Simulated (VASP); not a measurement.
# ZnS in VASP: notebook

The runs below take ZnS through electric field gradients, with PBEsol.

All numbers are computed with VASP 6.6.1; they aren't measurements. Logs are shortened: lines on timing, memory, paths and dates and some standing lists are left out, and cuts for length are marked.

## (1) The cell of the first run

It takes space group F-43m (No. 216, cubic). Conventional cell: a = 5.427 Å, b = 5.427 Å, c = 5.427 Å, α = 90.00°, β = 90.00°, γ = 90.00°. Zn (site symmetry -43m) has 4 S at 2.35 Å within 3.1 Å. Within 3.1 Å of S (site symmetry -43m) lie 4 Zn at 2.35 Å.

## (2) Electric field gradients, PBEsol (volume scaled by 1.01)

INCAR reads:

```
SYSTEM = ZnS
  PREC = Accurate
  ENCUT = 520
  EDIFF = 1E-8
  ISMEAR = -1
  SIGMA = 0.01
  LREAL = .False.
  LASPH = .True.
  NELM = 100
  ALGO = Normal
  ISIF = 2
  LWAVE = .False.
  LCHARG = .False.
  GGA = PS
  LEFG = .True.
  NBANDS = 16
```

KPOINTS reads:

```
Automatic mesh
0
Gamma
  8 8 8
  0 0 0
```

POSCAR reads:

```
ZnS
1.0
    0.0000000000      2.7136356142      2.7136356142
    2.7136356142      0.0000000000      2.7136356142
    2.7136356142      2.7136356142      0.0000000000
Zn S
1 1
Direct
    0.0000000000      0.0000000000      0.0000000000
    0.7500000000      0.7500000000      0.7500000000
```

Potentials or basis: VASP PAW PBE potentials, release 64 (Zn, S).

Run with:

```sh
cat potpaw_PBE.64/Zn/POTCAR potpaw_PBE.64/S/POTCAR > POTCAR
mpirun -np 1 vasp_std > vasp.out
```

OUTCAR:

```text
SYSTEM = ZnS
   PREC = Accurate
   ENCUT = 520
   EDIFF = 1E-8
   ISMEAR = -1
   LREAL = .False.
   LASPH = .True.
   NELM = 100
   ISIF = 2
   GGA = PS

 ion  position               nearest neighbor table
   1  0.000  0.000  0.000-   2 2.35   2 2.35   2 2.35   2 2.35
   2  0.750  0.750  0.750-   1 2.35   1 2.35   1 2.35   1 2.35

  LATTYP: Found a face centered cubic cell.
 ALAT       =     5.4272712284

  Lattice vectors:

 A1 = (   0.0000000000,   2.7136356142,   2.7136356142)
 A2 = (   2.7136356142,   0.0000000000,   2.7136356142)
 A3 = (   2.7136356142,   2.7136356142,   0.0000000000)

Analysis of symmetry for initial positions (statically):
=====================================================================
 Subroutine PRICEL returns:
 Original cell was already a primitive cell.

 Routine SETGRP: Setting up the symmetry group for a
 face centered cubic supercell.

 Subroutine GETGRP returns: Found 24 space group operations
 (whereof 24 operations were pure point group operations)
 out of a pool of 48 trial point group operations.

The static configuration has the point symmetry T_d .

Analysis of symmetry for dynamics (positions and initial velocities):
=====================================================================
 Subroutine PRICEL returns:
 Original cell was already a primitive cell.

 Routine SETGRP: Setting up the symmetry group for a
 face centered cubic supercell.

 Subroutine GETGRP returns: Found 24 space group operations
 (whereof 24 operations were pure point group operations)
 out of a pool of 48 trial point group operations.

The dynamic configuration has the point symmetry T_d .

 Subroutine INISYM returns: Found 24 space group operations
 (whereof 24 operations are pure point group operations),
 and found     1 'primitive' translations

----------------------------------------------------------------------------------------

                                     Primitive cell

  volume of cell :      39.9654

  direct lattice vectors                    reciprocal lattice vectors
     0.000000000  2.713635614  2.713635614    -0.184254657  0.184254657  0.184254657
     2.713635614  0.000000000  2.713635614     0.184254657 -0.184254657  0.184254657
     2.713635614  2.713635614  0.000000000     0.184254657  0.184254657 -0.184254657

  length of vectors
     3.837660289  3.837660289  3.837660289     0.319138428  0.319138428  0.319138428

  position of ions in fractional coordinates (direct lattice)
     0.000000000  0.000000000  0.000000000
     0.750000000  0.750000000  0.750000000

  ion indices of the primitive-cell ions
   primitive index   ion index
                 1           1
                 2           2

----------------------------------------------------------------------------------------

 KPOINTS: Automatic mesh

Automatic generation of k-mesh.
 Grid dimensions read from file:
 generate k-points for:    8    8    8

 Generating k-lattice:

  Cartesian coordinates                     Fractional coordinates (reciprocal lattice)
    -0.023031832  0.023031832  0.023031832     0.125000000  0.000000000  0.000000000
     0.023031832 -0.023031832  0.023031832     0.000000000  0.125000000  0.000000000
     0.023031832  0.023031832 -0.023031832     0.000000000  0.000000000  0.125000000

  Length of vectors
     0.039892303  0.039892303  0.039892303

  Shift w.r.t. Gamma in fractional coordinates (k-lattice)
     0.000000000  0.000000000  0.000000000

 Subroutine IBZKPT returns following result:
 ===========================================

 Found     29 irreducible k-points:

 Following reciprocal coordinates:
            Coordinates               Weight
  0.000000  0.000000  0.000000      1.000000
  0.125000  0.000000  0.000000      8.000000
  0.250000  0.000000  0.000000      8.000000
  0.375000  0.000000  0.000000      8.000000
  0.500000  0.000000  0.000000      4.000000
  0.125000  0.125000  0.000000      6.000000
[... 16 lines left out ...]
  0.500000  0.250000  0.125000     48.000000
 -0.375000  0.250000  0.125000     24.000000
 [... further k-points ...]
   k-points           NKPTS =     29   k-points in BZ     NKDIM =     29   number of bands    NBANDS=     16
   number of dos      NEDOS =    301   number of ions     NIONS =      2
   total plane-waves  NPLWV =  27000
   dimension x,y,z NGX =    30 NGY =   30 NGZ =   30
   dimension x,y,z NGXF=    60 NGYF=   60 NGZF=   60
   ions per type =               1   1
   NGX,Y,Z   is equivalent  to a cutoff of  13.00, 13.00, 13.00 a.u.
   NGXF,Y,Z  is equivalent  to a cutoff of  25.99, 25.99, 25.99 a.u.
 SYSTEM =  ZnS
   PREC   = accura    normal or accurate (medium, high low for compatibility)
   ISTART =      0    job   : 0-new  1-cont  2-samecut
   ICHARG =      2    charge: 1-file 2-atom 10-const
   ISPIN  =      1    spin polarized calculation?
   LNONCOLLINEAR =      F non collinear calculations
   LSORBIT =      F    spin-orbit coupling
   LASPH  =      T    aspherical Exc in radial PAW
   ENCUT  =  520.0 eV  38.22 Ry    6.18 a.u.   7.14  7.14  7.14*2*pi/ulx,y,z
   NELM   =    100;   NELMIN=  2; NELMDL= -5     # of ELM steps
   EDIFF  = 0.1E-07   stopping-criterion for ELM
   LREAL  =      F    real-space projection
   EDIFFG = 0.1E-06   stopping-criterion for IOM
   NSW    =      0    number of steps for IOM
   IBRION =     -1    ionic relax: 0-MD 1-quasi-New 2-CG
   NFREE  =      0    steps in history (QN), initial steepest desc. (CG)
   ISIF   =      2    stress and relaxation
   ISYM   =      2    0-nonsym 1-usesym 2-fastsym
   POTIM  = 0.5000    time-step for ionic-motion
   TEBEG  =    0.0;   TEEND  =   0.0 temperature during run
   PSTRESS=    0.0 pullay stress
   NELECT =      18.0000    total number of electrons
   NUPDOWN=      -1.0000    fix difference up-down
   EMIN   =  10.00;   EMAX   =-10.00  energy-range for DOS
   EFERMI =   0.00;   METHOD = LEGACY
   ISMEAR =    -1;   SIGMA  =   0.01  broadening in eV -4-tet -1-fermi 0-gaus
   EFERMI_NEDOS =   21; number of points for ismear=-14 and -15
   IALGO  =     38    algorithm
   IMIX   =      4    mixing-type and parameters
     AMIX     =   0.40;   BMIX     =  1.00
     AMIX_MAG =   1.60;   BMIX_MAG =  1.00
  volume/ion in A,a.u.               =      19.98       134.85
  Fermi-wavevector in a.u.,A,eV,Ry     =   1.254886  2.371390 21.425610  1.574738
  Thomas-Fermi vector in A             =   2.388669
   LORBIT       =      0    0 simple, 1 ext, 2 COOP (PROOUT), +10 PAW based schemes
   GGA     = PS    functional components
   LHFCALC =     F    Hartree Fock is set to
   AEXX    =    0.0000 exact exchange contribution
   IVDW    =     0    specifies the selected vdW correction
   LEPSILON=     F    determine dielectric tensor
   LRPA    =     F    only Hartree local field effects (RPA)
 non-spin polarized calculation
  energy-cutoff  :      520.00
  volume of cell :       39.97
 maximum number of plane-waves:      1090
 NGX is ok and might be reduce to    30
   NGX = 15   NGY = 15   NGZ = 15

 number of electron      18.0000012 magnetization

 Free energy of the ion-electron system (eV)
  ---------------------------------------------------
  ext. energy  EPLUGINS =         0.00000000
  ---------------------------------------------------
  free energy    TOTEN  =        -7.57652689 eV

  energy without entropy =       -7.57652689  energy(sigma->0) =       -7.57652689

 E-fermi :   2.0857     XC(G=0):  -9.7893

 val. band max:        1.8938791001   @ k =   0.0000   0.0000   0.0000
 cond. band min:       3.8164992927   @ k =   0.0000   0.0000   0.0000
 fundamental gap:      1.9226201926
 Fermi energy:         2.0856699894

 k-point     1 :       0.0000    0.0000    0.0000
  band No.  band energies     occupation
      1     -11.1714      2.00000
      2      -4.4256      2.00000
      3      -4.4256      2.00000
      4      -4.4256      2.00000
      5      -3.9414      2.00000
      6      -3.9414      2.00000
[... 8 lines left out ...]
     15      13.6129      0.00000
     16      13.6129      0.00000

 k-point     2 :       0.1250    0.0000    0.0000
  band No.  band energies     occupation
      1     -11.0554      2.00000
      2      -4.4251      2.00000
      3      -4.4051      2.00000
      4      -4.4051      2.00000
      5      -3.9431      2.00000
      6      -3.9431      2.00000
[... 8 lines left out ...]
     15      12.9905      0.00000
     16      14.2656      0.00000

 k-point     3 :       0.2500    0.0000    0.0000
  band No.  band energies     occupation
      1     -10.7524      2.00000
      2      -4.3799      2.00000
      3      -4.3602      2.00000
      4      -4.3602      2.00000
      5      -3.9401      2.00000
      6      -3.9401      2.00000
[... 8 lines left out ...]
     15      12.7792      0.00000
     16      13.8311      0.00000

 k-point     4 :       0.3750    0.0000    0.0000
  band No.  band energies     occupation
      1     -10.4081      2.00000
      2      -4.3248      2.00000
      3      -4.3248      2.00000
      4      -4.1669      2.00000
      5      -3.9237      2.00000
      6      -3.9237      2.00000
[... 8 lines left out ...]
     15      13.8864      0.00000
     16      13.8864      0.00000

 k-point     5 :       0.5000    0.0000    0.0000
  band No.  band energies     occupation
      1     -10.2498      2.00000
      2      -4.3138      2.00000
      3      -4.3138      2.00000
      4      -3.9121      2.00000
      5      -3.9121      2.00000
      6      -3.7436      2.00000
[... 8 lines left out ...]
     15      15.2458      0.00000
     16      15.2458      0.00000

 k-point     6 :       0.1250    0.1250    0.0000
  band No.  band energies     occupation
      1     -11.0167      2.00000
      2      -4.4455      2.00000
      3      -4.3875      2.00000
      4      -4.3875      2.00000
      5      -3.9577      2.00000
      6      -3.9307      2.00000
[... 8 lines left out ...]
     15      13.8161      0.00000
     16      14.7744      0.00000
[... 267 lines left out ...]
 k-point    21 :       0.5000    0.5000    0.0000
  band No.  band energies     occupation
      1      -9.9403      2.00000
      2      -4.4539      2.00000
      3      -4.0918      2.00000
      4      -4.0918      2.00000
      5      -3.8680      2.00000
      6      -3.7308      2.00000
[... 8 lines left out ...]
     15      15.6064      0.00000
     16      16.3469      0.00000

 k-point    22 :       0.3750    0.2500    0.1250
  band No.  band energies     occupation
      1     -10.5149      2.00000
      2      -4.4045      2.00000
      3      -4.2969      2.00000
      4      -4.2703      2.00000
      5      -3.9637      2.00000
      6      -3.9044      2.00000
[... 8 lines left out ...]
     15      14.5941      0.00000
     16      16.7357      0.00000

 k-point    23 :       0.5000    0.2500    0.1250
  band No.  band energies     occupation
      1     -10.2272      2.00000
      2      -4.3177      2.00000
      3      -4.2672      2.00000
      4      -4.1283      2.00000
      5      -3.9244      2.00000
      6      -3.8696      2.00000
[... 8 lines left out ...]
     15      15.4879      0.00000
     16      16.1211      0.00000

 k-point    24 :      -0.3750    0.2500    0.1250
  band No.  band energies     occupation
      1     -10.0984      2.00000
      2      -4.3021      2.00000
      3      -4.2460      2.00000
      4      -3.9947      2.00000
      5      -3.9293      2.00000
      6      -3.6767      2.00000
[... 8 lines left out ...]
     15      15.1982      0.00000
     16      16.0481      0.00000

 [... further k-points ...]
[... 5 lines left out ...]
  --------------------------------------------------------------------------------------
  -------------------------------------------------------------------------------------
  Total       -0.6683688     -0.6683688     -0.6683688     -0.0000000     -0.0000000      0.0000000
  in kB      -26.7942828    -26.7942828    -26.7942828     -0.0000000     -0.0000000      0.0000000
  external PRESSURE =     -26.7942828 kB  Pullay stress =       0.0000000 kB

 VOLUME and BASIS-vectors are now :
 -----------------------------------------------------------------------------
  energy-cutoff  :      520.00
  volume of cell :       39.97
      direct lattice vectors                 reciprocal lattice vectors
     0.000000000  2.713635614  2.713635614    -0.184254657  0.184254657  0.184254657
     2.713635614  0.000000000  2.713635614     0.184254657 -0.184254657  0.184254657
     2.713635614  2.713635614  0.000000000     0.184254657  0.184254657 -0.184254657

 POSITION                                       TOTAL-FORCE (eV/Angst)
 -----------------------------------------------------------------------------------
      0.00000      0.00000      0.00000         0.000000     -0.000000      0.000000
      4.07045      4.07045      4.07045        -0.000000      0.000000     -0.000000
 -----------------------------------------------------------------------------------
    total drift:                               -0.000000     -0.000000     -0.000000

  FREE ENERGIE OF THE ION-ELECTRON SYSTEM (eV)
  ---------------------------------------------------
  free  energy   TOTEN  =        -7.5765268876 eV

  energy  without entropy=       -7.5765268876  energy(sigma->0) =       -7.57652689

 Electric field gradients (V/A^2)
---------------------------------------------------------------------
 ion       V_xx      V_yy      V_zz      V_xy      V_xz      V_yz
---------------------------------------------------------------------
   1      -0.000    -0.000    -0.000     0.004     0.004     0.004
   2      -0.000     0.000     0.000    -0.000    -0.000    -0.000
---------------------------------------------------------------------

 Electric field gradients after diagonalization (V/A^2)
 (convention: |V_zz| > |V_xx| > |V_yy|)
----------------------------------------------------------------------
 ion       V_xx      V_yy      V_zz     asymmetry (V_yy - V_xx)/ V_zz
----------------------------------------------------------------------
   1      -0.004    -0.004     0.007       0.000
   2       0.000     0.000    -0.000       0.000
----------------------------------------------------------------------

           NMR quadrupolar parameters

 Cq : quadrupolar parameter    Cq=e*Q*V_zz/h
 eta: asymmetry parameters     (V_yy - V_xx)/ V_zz
 Q  : nuclear electric quadrupole moment in mb (millibarn)
----------------------------------------------------------------------
 ion       Cq(MHz)       eta       Q (mb)
----------------------------------------------------------------------
   1       0.000       0.000       1.000
   2      -0.000       0.000       1.000
----------------------------------------------------------------------
```

It took 52 s on 1 thread of Intel Xeon 8259CL, shared host; peak memory 0.17 GiB.

What came out:

* Free energy: -7.5765 eV
* Pressure: -2.7 GPa
* Band gap on the k mesh: 1.92 eV, direct

Caveat: without QUAD_EFG the Cq values of the log hold for a quadrupole moment of 1 mb, not for the nuclei; the PAW data sets were made with another functional, which shifts forces and pressure a little.

(Part 1 of 2 ends here.)
